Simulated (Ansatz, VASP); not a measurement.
# CaO: VASP beside Ansatz

The input POSCAR:

```
CaO
1.0
    0.0000000000      2.6067317416      2.6067317416
    2.5897879853      0.0000000000      2.6067317416
    2.5897879853      2.6067317416      0.0000000000
Ca O
1 1
Direct
    0.0000000000      0.0000000000      0.0000000000
    0.2500000000      0.2500000000      0.2500000000
```

The input INCAR.step1:

```
ALGO = Normal ; EDIFF = 1E-5
ENCUT = 1480 ; GGA = PE
GGA_COMPAT = False ; ISMEAR = 0
LASPH = True ; LCHARG = False
LREAL = False ; LWAVE = True
NBANDS = 15 ; NELM = 120
PREC = Accurate ; SIGMA = 0.01
```

Contents of INCAR.step2:

```
ALGO = Normal ; EDIFF = 1E-6
ENCUT = 1480 ; GGA_COMPAT = False
ISIF = 2 ; ISMEAR = 0
ISTART = 1 ; LASPH = True
LCHARG = False ; LMIXTAU = True
LREAL = False ; LWAVE = False
METAGGA = R2SCAN ; NBANDS = 15
NELM = 120 ; PREC = Accurate
SIGMA = 0.01
```

Contents of KPOINTS:

```
k-points
0
Gamma
  8 8 8
```

Input for Ansatz:

```yaml
crystal:
  lattice:
    - [0.0, 2.6067317416, 2.6067317416]
    - [2.5897879853, 0.0, 2.6067317416]
    - [2.5897879853, 2.6067317416, 0.0]
  atoms:
    - { symbol: Ca, position: [0.0, 0.0, 0.0] }
    - { symbol: O, position: [0.25, 0.25, 0.25] }
kpoints:
  mp_grid: { grid: [8, 8, 8] }
  band_path:
    path:
      - [0.0, 0.0, 0.0]
      - [-0.5, -0.5, 0.0]
      - [-0.375, -0.375, 0.25]
      - [-0.375, 0.0, 0.375]
      - [0.0, 0.0, 0.5]
      - [-0.5, -0.25, 0.25]
      - [-0.5, 0.234375, -0.265625]
    npoints: 1
hamiltonian:
  xc: r2scan
scf:
  occupations: { method: fixed }
  n_extra_bands: 4
output:
  forces: true
  stress: true
  eigenvalues: true
```

Change from the starting cell: uniaxial_x strain -0.7%.

Alike in both runs: task single point; functional r2SCAN; k mesh 8 × 8 × 8; no spin polarisation.

|  | VASP | Ansatz |
| --- | --- | --- |
| version | VASP 6.6.1 | Ansatz 0.2.0 |
| potentials or method | VASP PAW PBE potentials, release 64 (Ca_sv, O_h) | plane waves, PAW |
| plane-wave cutoff (eV) | 1480 | 500 |
| occupations | gaussian, width 0.01 eV | fixed |
| valence electrons in the cell | 16 | 16 |

Ansatz gave:

* gap on the k mesh at the Fermi level (eV): 3.78
* pressure (GPa): 0.5
* traceless stress, the component that is largest in VASP (GPa): 0.06

Problem. Which values does VASP return?

Solution. gap on the k mesh at the Fermi level (eV): 3.75; pressure (GPa): 1.4; traceless stress, the component that is largest in VASP (GPa): 0.05.

VASP's potentials were made for PBE, not for r2SCAN.
